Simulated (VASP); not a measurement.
Wanted: the native input for a VASP 6.6.1 run.

```yaml
Task: relaxation of cell and atoms
Functional: LDA
Potentials_or_basis: VASP PAW LDA potentials, release 64 (Ge_d, Fe)
Cutoff: 600 eV
k_mesh: 6 × 6 × 7
Occupations: fermi-dirac, width 0.05 eV
Spin: collinear spin, ferromagnetic start
Starting_moments: "[0.0, 0.0, 0.0, 3.0, 3.0, 3.0] μB"
Hubbard_terms: Fe d U = 6.0 eV
Dipole_correction: no
Further_INCAR_settings: ALGO = Normal; EDIFF = 1e-06; IBRION = 2; EDIFFG = -0.01; NSW = 60; ISIF = 3
```

The structure of FeGe lies in POSCAR:

```
FeGe
1.0
    4.9976023358      0.0000000000      0.0000000000
   -2.4988011679      4.3280505808      0.0000000000
    0.0000000000      0.0000000000      4.1157613500
Ge Fe
3 3
Direct
    0.6666666667      0.3333333333      0.5000000000
    0.3333333333      0.6666666667      0.5000000000
    0.0000000000      0.0000000000      0.0000000000
    0.0000000000      0.5000000000      0.0000000000
    0.5000000000      0.5000000000      0.0000000000
    0.5000000000      0.0000000000      0.0000000000
```

These files were run (other wordings do the same):

INCAR

```
  PREC = Accurate
  ENCUT = 600
  EDIFF = 1E-6
  ISMEAR = -1
  SIGMA = 0.05
  LREAL = False
  LASPH = True
  NELM = 150
  ALGO = Normal
  ISIF = 3
  LWAVE = False
  LCHARG = False
  ISPIN = 2
  MAGMOM = 0 0 0 3 3 3
  LORBIT = 11
  LMAXMIX = 4
  LDAU = True
  LDAUTYPE = 2
  LDAUL = -1 2
  LDAUU = 0 6
  LDAUJ = 0 0
  LDAUPRINT = 1
  IBRION = 2
  NSW = 60
  EDIFFG = -0.01
```

KPOINTS

```
regular mesh
0
Gamma
  6 6 7
```

Potentials or basis: VASP PAW LDA potentials, release 64 (Ge_d, Fe).

Launch:

```sh
$ cat potpaw_LDA.64/Ge_d/POTCAR potpaw_LDA.64/Fe/POTCAR > POTCAR
$ mpirun -np 1 vasp_std > vasp.out
```

Results of the run:

* Relaxed volume: 15.20 Å³/atom
* Relaxed cell: a = 5.030 Å, b = 5.030 Å, c = 4.163 Å, α = 90.00°, β = 90.00°, γ = 120.00°
* Space group after relaxing (to 0.1 Å): P6/mmm (No. 191)
* Energy gained by relaxing: 2.8 meV/atom
* Ionic steps: 9
* Pressure after relaxing: 0.0 GPa
* Net moment: 8.30 μB per cell
* Site moments: Ge -0.07, -0.17 (each value once); Fe +2.96 μB
* Valence electrons inside the program's atomic spheres: Ge 12.38, 12.39 (each value once); Fe 7.38

Caveat: the U is typed as a test and isn't derived for this compound.

Wall time 14 min on 1 thread of Oxide Virtual Turin-like Processor, with other jobs on the host, peak memory 0.3 GiB.
